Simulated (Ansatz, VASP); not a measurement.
**One calculation of GaN, two programs**

```
CELL_PARAMETERS angstrom
-0.04249 2.25145 2.25145
2.25145 -0.04249 2.25145
2.25145 2.25145 -0.04249
ATOMIC_POSITIONS crystal
Ga 0.99875 0.99875 0.99875
N 0.25125 0.25125 0.25125
```

Change from the starting cell: epitaxial_111 strain +2.0%.

Alike in both runs: task single point; functional r2SCAN; k mesh 10 × 10 × 10; no spin polarisation.

|  | VASP | Ansatz |
| --- | --- | --- |
| version | VASP 6.6.1 | Ansatz 0.2.0 |
| potentials or method | VASP PAW PBE potentials, release 64 (Ga_d, N) | plane waves, PAW |
| plane-wave cutoff (eV) | 520 | 500 |
| occupations | gaussian, width 0.01 eV | fixed |
| valence electrons in the cell | 18 | 18 |

Ansatz gave:

| Property | Result |
| --- | --- |
| gap on the k mesh at the Fermi level (eV) | 1.83 |
| pressure (GPa) | -5.7 |
| traceless stress, the component that is largest in VASP (GPa) | 2.86 |
| rms of the force components (eV/Å) | 0.002 |

Problem. Which values does VASP return?

Solution. gap on the k mesh at the Fermi level (eV): 1.82; pressure (GPa): -4.6; traceless stress, the component that is largest in VASP (GPa): 2.87; rms of the force components (eV/Å): 0.009.

VASP's potentials were made for PBE, not for r2SCAN. Atom by atom the forces differ by 0.007 eV/Å (rms over components).
